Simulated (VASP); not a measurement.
Input of a VASP 6.6.1 run:

The input INCAR:

```
ALGO = Normal
EDIFF = 1E-6
EDIFFG = -0.001
ENCUT = 600
GGA = PE
IBRION = 2
ISIF = 3
ISMEAR = -1
IVDW = 12
LASPH = T
LCHARG = F
LREAL = F
LWAVE = F
NELM = 60
NSW = 80
PREC = Accurate
SIGMA = 0.15
```

KPOINTS

```
k-points
0
Gamma
  15 15 15
```

POSCAR

```
As
1.0
    1.8914380030      1.0920222402      3.3713915079
   -1.8914380030      1.0920222402      3.3713915079
    0.0000000000     -2.1840444804      3.3713915079
As
2
Direct
    0.7697136434      0.7697136434      0.7697136434
    0.2302863566      0.2302863566      0.2302863566
```

Potentials or basis: VASP PAW PBE potentials, release 64 (As).

The run is started by

```console
$ cat potpaw_PBE.64/As/POTCAR > POTCAR
$ mpirun -np 1 vasp_std > vasp.out
```

Question: What does it give for the dispersion energy per atom?

Answer: -0.432 eV.

Question: Estimate the relaxed volume.

Answer: 20.92 Å³/atom.

Question: What does it give for the space group after relaxing (to 0.1 Å)?

Answer: R-3m (No. 166).

Final structure:
```
As
1.0
     1.89250    1.09263    3.37254
    -1.89250    1.09263    3.37254
     0.00000   -2.18527    3.37254
As
2
Direct
  0.76936 0.76936 0.76936
  0.23064 0.23064 0.23064
```
